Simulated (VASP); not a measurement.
# Mg2Zn3O (P4/nmm) in VASP: single point with PBE

Aim: the single point of Mg2Zn3O with PBE.

All numbers are computed with VASP 6.6.1; they aren't measurements. Logs are shortened: lines on timing, memory, paths and dates and some standing lists are left out, and cuts for length are marked.

**1. The cell of the first run**

Symmetry: P4/nmm, No. 129, tetragonal system. The conventional cell has a = 2.996 Å, b = 2.996 Å, c = 19.335 Å, α = 90.00°, β = 90.00°, γ = 90.00°. Within 3.1 Å of Mg (site symmetry 4mm) lie 1 O at 2.36 Å and 4 Zn at 2.84 Å and 4 Mg at 3.00 Å. Within 2.8 Å of Mg (site symmetry 4mm) lie 5 O at 2.12 to 2.14 Å. Zn (site symmetry 4mm) has 9 Zn at 2.68 to 3.46 Å and 4 Mg at 2.84 Å within 3.5 Å. Zn (site symmetry 4mm) has 12 Zn at 2.68 to 3.00 Å within 3.5 Å. Zn (site symmetry 4mm) has 14 Zn at 2.76 to 3.59 Å within 3.6 Å. Within 2.8 Å of O (site symmetry 4mm) lie 6 Mg at 2.12 to 2.36 Å.

**2. Single point, PBE**

Input file INCAR:

```
SYSTEM = Mg2Zn3O
PREC     = Accurate       ! precision mode
ENCUT    = 520            ! plane-wave cutoff, eV
EDIFF    = 1E-6           ! SCF threshold, eV
ISMEAR   = 0              ! smearing method
SIGMA    = 0.2            ! smearing width, eV
LREAL    = .FALSE.        ! projectors in reciprocal space
LASPH    = .TRUE.         ! aspherical terms in the spheres
NELM     = 100            ! most SCF steps
ALGO     = Normal         ! electronic algorithm
ISIF     = 2              ! what is computed and relaxed
LWAVE    = .FALSE.        ! write WAVECAR
LCHARG   = .FALSE.        ! write CHGCAR
GGA      = PE             ! functional
NBANDS   = 58             ! bands
```

Input file KPOINTS:

```
regular mesh
0
G
  5 5 1
  0 0 0
```

Input file POSCAR:

```
Mg2Zn3O
1.0
    2.9964499623      0.0000000000      0.0000000000
    0.0000000000      2.9964499623      0.0000000000
    0.0000000000      0.0000000000     19.3351638974
Mg Zn O
4 6 2
Direct
    0.5000000000      0.0000000000      0.8226454612
    0.5000000000      0.0000000000      0.0552917695
    0.0000000000      0.5000000000      0.1773545388
    0.0000000000      0.5000000000      0.9447082305
    0.0000000000      0.5000000000      0.7247646326
    0.5000000000      0.0000000000      0.2752353674
    0.0000000000      0.5000000000      0.3600169527
    0.5000000000      0.0000000000      0.6399830473
    0.0000000000      0.5000000000      0.5458339984
    0.5000000000      0.0000000000      0.4541660016
    0.5000000000      0.0000000000      0.9445932003
    0.0000000000      0.5000000000      0.0554067997
```

Potentials or basis: VASP PAW PBE potentials, release 64 (Mg, Zn, O).

Run with:

```bash
> cat potpaw_PBE.64/Mg/POTCAR potpaw_PBE.64/Zn/POTCAR potpaw_PBE.64/O/POTCAR > POTCAR
> mpirun -np 1 vasp_std > vasp.out
```

OUTCAR:

```text
SYSTEM = Mg2Zn3O
   PREC = Accurate
   ENCUT = 520
   EDIFF = 1E-6
   ISMEAR = 0
   LREAL = .FALSE.
   LASPH = .TRUE.
   NELM = 100
   ISIF = 2
   GGA = PE

 ion  position               nearest neighbor table
   1  0.500  0.000  0.823-  11 2.36   5 2.84   5 2.84   5 2.84   5 2.84   4 3.17   4 3.17   4 3.17
                             4 3.17
   2  0.500  0.000  0.055-  12 2.12  12 2.12  12 2.12  12 2.12  11 2.14   4 3.01   4 3.01   4 3.01
                             4 3.01   3 3.17   3 3.17   3 3.17   3 3.17
   3  0.000  0.500  0.177-  12 2.36   6 2.84   6 2.84   6 2.84   6 2.84   2 3.17   2 3.17   2 3.17
                             2 3.17
   4  0.000  0.500  0.945-  11 2.12  11 2.12  11 2.12  11 2.12  12 2.14   2 3.01   2 3.01   2 3.01
                             2 3.01   1 3.17   1 3.17   1 3.17   1 3.17
   5  0.000  0.500  0.725-   8 2.68   8 2.68   8 2.68   8 2.68   1 2.84   1 2.84   1 2.84   1 2.84

   6  0.500  0.000  0.275-   7 2.68   7 2.68   7 2.68   7 2.68   3 2.84   3 2.84   3 2.84   3 2.84

   7  0.000  0.500  0.360-   6 2.68   6 2.68   6 2.68   6 2.68  10 2.79  10 2.79  10 2.79  10 2.79

   8  0.500  0.000  0.640-   5 2.68   5 2.68   5 2.68   5 2.68   9 2.79   9 2.79   9 2.79   9 2.79

   9  0.000  0.500  0.546-  10 2.76  10 2.76  10 2.76  10 2.76   8 2.79   8 2.79   8 2.79   8 2.79

  10  0.500  0.000  0.454-   9 2.76   9 2.76   9 2.76   9 2.76   7 2.79   7 2.79   7 2.79   7 2.79

  11  0.500  0.000  0.945-   4 2.12   4 2.12   4 2.12   4 2.12   2 2.14   1 2.36
  12  0.000  0.500  0.055-   2 2.12   2 2.12   2 2.12   2 2.12   4 2.14   3 2.36

  LATTYP: Found a simple tetragonal cell.
 ALAT       =     2.9964499623
 C/A-ratio  =     6.4526903972

  Lattice vectors:

 A1 = (   2.9964499623,   0.0000000000,   0.0000000000)
 A2 = (   0.0000000000,   2.9964499623,   0.0000000000)
 A3 = (   0.0000000000,   0.0000000000,  19.3351638974)

Analysis of symmetry for initial positions (statically):
=====================================================================
 Subroutine PRICEL returns:
 Original cell was already a primitive cell.

 Routine SETGRP: Setting up the symmetry group for a
 simple tetragonal supercell.

 Subroutine GETGRP returns: Found 16 space group operations
 (whereof  8 operations were pure point group operations)
 out of a pool of 16 trial point group operations.

The static configuration has the point symmetry D_2d.
 The point group associated with its full space group is D_4h.

Analysis of symmetry for dynamics (positions and initial velocities):
=====================================================================
 Subroutine PRICEL returns:
 Original cell was already a primitive cell.

 Routine SETGRP: Setting up the symmetry group for a
 simple tetragonal supercell.

 Subroutine GETGRP returns: Found 16 space group operations
 (whereof  8 operations were pure point group operations)
 out of a pool of 16 trial point group operations.

The dynamic configuration has the point symmetry D_2d.
 The point group associated with its full space group is D_4h.

 Subroutine INISYM returns: Found 16 space group operations
 (whereof  8 operations are pure point group operations),
 and found     1 'primitive' translations

----------------------------------------------------------------------------------------

                                     Primitive cell

  volume of cell :     173.6049

  direct lattice vectors                    reciprocal lattice vectors
     2.996449962  0.000000000  0.000000000     0.333728249  0.000000000  0.000000000
     0.000000000  2.996449962  0.000000000     0.000000000  0.333728249  0.000000000
     0.000000000  0.000000000 19.335163897     0.000000000  0.000000000  0.051719241

  length of vectors
     2.996449962  2.996449962 19.335163897     0.333728249  0.333728249  0.051719241

  position of ions in fractional coordinates (direct lattice)
     0.500000000  0.000000000  0.822645461
     0.500000000  0.000000000  0.055291770
     0.000000000  0.500000000  0.177354539
     0.000000000  0.500000000  0.944708230
     0.000000000  0.500000000  0.724764633
     0.500000000  0.000000000  0.275235367
     0.000000000  0.500000000  0.360016953
     0.500000000  0.000000000  0.639983047
     0.000000000  0.500000000  0.545833998
     0.500000000  0.000000000  0.454166002
     0.500000000  0.000000000  0.944593200
     0.000000000  0.500000000  0.055406800

  ion indices of the primitive-cell ions
   primitive index   ion index
                 1           1
                 2           2
                 3           3
                 4           4
                 5           5
                 6           6
                 7           7
                 8           8
                 9           9
                10          10
                11          11
                12          12

----------------------------------------------------------------------------------------

 KPOINTS: regular mesh

Automatic generation of k-mesh.
 Grid dimensions read from file:
 generate k-points for:    5    5    1

 Generating k-lattice:

  Cartesian coordinates                     Fractional coordinates (reciprocal lattice)
     0.066745650  0.000000000  0.000000000     0.200000000  0.000000000  0.000000000
     0.000000000  0.066745650  0.000000000     0.000000000  0.200000000  0.000000000
     0.000000000  0.000000000  0.051719241     0.000000000  0.000000000  1.000000000

  Length of vectors
     0.066745650  0.066745650  0.051719241

  Shift w.r.t. Gamma in fractional coordinates (k-lattice)
     0.000000000  0.000000000  0.000000000

 Subroutine IBZKPT returns following result:
 ===========================================

 Found      6 irreducible k-points:

 Following reciprocal coordinates:
            Coordinates               Weight
  0.000000  0.000000  0.000000      1.000000
  0.200000  0.000000  0.000000      4.000000
  0.400000  0.000000  0.000000      4.000000
  0.200000  0.200000  0.000000      4.000000
  0.400000  0.200000  0.000000      8.000000
  0.400000  0.400000  0.000000      4.000000
   k-points           NKPTS =      6   k-points in BZ     NKDIM =      6   number of bands    NBANDS=     58
   number of dos      NEDOS =    301   number of ions     NIONS =     12
   total plane-waves  NPLWV =  82944
   dimension x,y,z NGX =    24 NGY =   24 NGZ =  144
   dimension x,y,z NGXF=    48 NGYF=   48 NGZF=  288
   ions per type =               4   6   2
   NGX,Y,Z   is equivalent  to a cutoff of  13.32, 13.32, 12.38 a.u.
   NGXF,Y,Z  is equivalent  to a cutoff of  26.63, 26.63, 24.76 a.u.
 SYSTEM =  Mg2Zn3O
   PREC   = accura    normal or accurate (medium, high low for compatibility)
   ISTART =      0    job   : 0-new  1-cont  2-samecut
   ICHARG =      2    charge: 1-file 2-atom 10-const
   ISPIN  =      1    spin polarized calculation?
   LNONCOLLINEAR =      F non collinear calculations
   LSORBIT =      F    spin-orbit coupling
   LASPH  =      T    aspherical Exc in radial PAW
   ENCUT  =  520.0 eV  38.22 Ry    6.18 a.u.   5.57  5.57 35.95*2*pi/ulx,y,z
   NELM   =    100;   NELMIN=  2; NELMDL= -5     # of ELM steps
   EDIFF  = 0.1E-05   stopping-criterion for ELM
   LREAL  =      F    real-space projection
   EDIFFG = 0.1E-04   stopping-criterion for IOM
   NSW    =      0    number of steps for IOM
   IBRION =     -1    ionic relax: 0-MD 1-quasi-New 2-CG
   NFREE  =      0    steps in history (QN), initial steepest desc. (CG)
   ISIF   =      2    stress and relaxation
   ISYM   =      2    0-nonsym 1-usesym 2-fastsym
   POTIM  = 0.5000    time-step for ionic-motion
   TEBEG  =    0.0;   TEEND  =   0.0 temperature during run
   PSTRESS=    0.0 pullay stress
   NELECT =      92.0000    total number of electrons
   NUPDOWN=      -1.0000    fix difference up-down
   EMIN   =  10.00;   EMAX   =-10.00  energy-range for DOS
   EFERMI =   0.00;   METHOD = LEGACY
   ISMEAR =     0;   SIGMA  =   0.20  broadening in eV -4-tet -1-fermi 0-gaus
   EFERMI_NEDOS =   21; number of points for ismear=-14 and -15
   IALGO  =     38    algorithm
   IMIX   =      4    mixing-type and parameters
     AMIX     =   0.40;   BMIX     =  1.00
     AMIX_MAG =   1.60;   BMIX_MAG =  1.00
  volume/ion in A,a.u.               =      14.47        97.63
  Fermi-wavevector in a.u.,A,eV,Ry     =   1.324799  2.503508 23.879497  1.755094
  Thomas-Fermi vector in A             =   2.454307
   LORBIT       =      0    0 simple, 1 ext, 2 COOP (PROOUT), +10 PAW based schemes
   GGA     = PE    functional components
   LHFCALC =     F    Hartree Fock is set to
   AEXX    =    0.0000 exact exchange contribution
   IVDW    =     0    specifies the selected vdW correction
   LEPSILON=     F    determine dielectric tensor
   LRPA    =     F    only Hartree local field effects (RPA)
 non-spin polarized calculation
 Gauss-broadening in eV      SIGMA  =   0.20
  energy-cutoff  :      520.00
  volume of cell :      173.60
 maximum number of plane-waves:      4703
 NGX is ok and might be reduce to    24
   NGX = 11   NGY = 11   NGZ = 71

 number of electron      92.0000075 magnetization

 Free energy of the ion-electron system (eV)
  ---------------------------------------------------
  ext. energy  EPLUGINS =         0.00000000
  ---------------------------------------------------
  free energy    TOTEN  =       -32.41756029 eV

  energy without entropy =      -32.36818706  energy(sigma->0) =      -32.39287367

 E-fermi :   3.8922     XC(G=0): -10.7019

 val. band max:        3.7954458755   @ k =   0.4000   0.0000   0.0000
 cond. band min:       4.1832185384   @ k =   0.0000   0.0000   0.0000
 fundamental gap:      0.3877726629
 Fermi energy:         3.8921652559

 k-point     1 :       0.0000    0.0000    0.0000
  band No.  band energies     occupation
      1     -16.4435      2.00000
      2     -15.7023      2.00000
      3      -6.0070      2.00000
      4      -5.5236      2.00000
      5      -4.5694      2.00000
      6      -4.2785      2.00000
[... 50 lines left out ...]
     57      11.7939      0.00000
     58      11.7939      0.00000

 k-point     2 :       0.2000    0.0000    0.0000
  band No.  band energies     occupation
      1     -16.2246      2.00000
      2     -15.6022      2.00000
      3      -5.3422      2.00000
      4      -4.9226      2.00000
      5      -4.3010      2.00000
      6      -4.2081      2.00000
[... 50 lines left out ...]
     57      10.9073      0.00000
     58      11.3426      0.00000

 k-point     3 :       0.4000    0.0000    0.0000
  band No.  band energies     occupation
      1     -15.7638      2.00000
      2     -15.5094      2.00000
      3      -4.3452      2.00000
      4      -4.3025      2.00000
      5      -4.2821      2.00000
      6      -4.2152      2.00000
[... 50 lines left out ...]
     57      10.6309      0.00000
     58      11.1395      0.00000

 k-point     4 :       0.2000    0.2000    0.0000
  band No.  band energies     occupation
      1     -16.0321      2.00000
      2     -15.5123      2.00000
      3      -4.7499      2.00000
      4      -4.3925      2.00000
      5      -4.0495      2.00000
      6      -4.0440      2.00000
[... 50 lines left out ...]
     57       9.3966      0.00000
     58       9.9388      0.00000

 k-point     5 :       0.4000    0.2000    0.0000
  band No.  band energies     occupation
      1     -15.6334      2.00000
      2     -15.4232      2.00000
      3      -4.1676      2.00000
      4      -4.1496      2.00000
      5      -4.1168      2.00000
      6      -4.0991      2.00000
[... 50 lines left out ...]
     57       9.4929      0.00000
     58       9.5860      0.00000

 k-point     6 :       0.4000    0.4000    0.0000
  band No.  band energies     occupation
      1     -15.3848      2.00000
      2     -15.3015      2.00000
      3      -4.2637      2.00000
      4      -4.2388      2.00000
      5      -4.1658      2.00000
      6      -4.1633      2.00000
[... 50 lines left out ...]
     57       8.0584      0.00000
     58       8.1884      0.00000

------------------------ aborting loop because EDIFF is reached ----------------------------------------

  FORCE on cell =-STRESS in cart. coord.  units (eV):
  Direction    XX          YY          ZZ          XY          YZ          ZX
  --------------------------------------------------------------------------------------
  -------------------------------------------------------------------------------------
  Total       -0.3188037     -0.3188037      0.6139455      0.0000000      0.0000000      0.0000000
  in kB       -2.9421984     -2.9421984      5.6660250      0.0000000      0.0000000      0.0000000
  external PRESSURE =      -0.0727906 kB  Pullay stress =       0.0000000 kB

 VOLUME and BASIS-vectors are now :
 -----------------------------------------------------------------------------
  energy-cutoff  :      520.00
  volume of cell :      173.60
      direct lattice vectors                 reciprocal lattice vectors
     2.996449962  0.000000000  0.000000000     0.333728249  0.000000000  0.000000000
     0.000000000  2.996449962  0.000000000     0.000000000  0.333728249  0.000000000
     0.000000000  0.000000000 19.335163897     0.000000000  0.000000000  0.051719241

 POSITION                                       TOTAL-FORCE (eV/Angst)
 -----------------------------------------------------------------------------------
      1.49822      0.00000     15.90598        -0.000000      0.000000      0.026043
      1.49822      0.00000      1.06908        -0.000000     -0.000000      0.020935
      0.00000      1.49822      3.42918        -0.000000     -0.000000     -0.026043
      0.00000      1.49822     18.26609        -0.000000      0.000000     -0.020935
      0.00000      1.49822     14.01344         0.000000      0.000000      0.033810
      1.49822      0.00000      5.32172        -0.000000     -0.000000     -0.033810
      0.00000      1.49822      6.96099         0.000000     -0.000000      0.021095
      1.49822      0.00000     12.37418        -0.000000     -0.000000     -0.021095
      0.00000      1.49822     10.55379        -0.000000     -0.000000      0.015310
      1.49822      0.00000      8.78137         0.000000     -0.000000     -0.015310
      1.49822      0.00000     18.26386        -0.000000     -0.000000     -0.061418
      0.00000      1.49822      1.07130        -0.000000     -0.000000      0.061418
 -----------------------------------------------------------------------------------
    total drift:                                0.000000      0.000000      0.000000

  FREE ENERGIE OF THE ION-ELECTRON SYSTEM (eV)
  ---------------------------------------------------
  free  energy   TOTEN  =       -32.4175602889 eV

  energy  without entropy=      -32.3681870595  energy(sigma->0) =      -32.39287367
```

It took 45 s on 1 thread of Intel Xeon 6975P-C (Granite Rapids), shared host; peak memory 0.28 GiB.

Results:

| Property | Result |
| --- | --- |
| Free energy | -32.4176 eV |
| Pressure | 0.0 GPa |
| Largest force | 0.061 eV/Å |
| Band gap on the k mesh | zero (band 46 reaches 5.12 eV, above the bottom of band 47 at 3.21 eV) |

Forces on the atoms (eV/Å):
```
Mg   0.000  0.000  0.026
Mg   0.000  0.000  0.021
Mg   0.000  0.000 -0.026
Mg   0.000  0.000 -0.021
Zn   0.000  0.000  0.034
Zn   0.000  0.000 -0.034
Zn   0.000  0.000  0.021
Zn   0.000  0.000 -0.021
Zn   0.000  0.000  0.015
Zn   0.000  0.000 -0.015
O    0.000  0.000 -0.061
O    0.000  0.000  0.061
```

Caveat: the k points lie up to 0.42 Å⁻¹ apart.
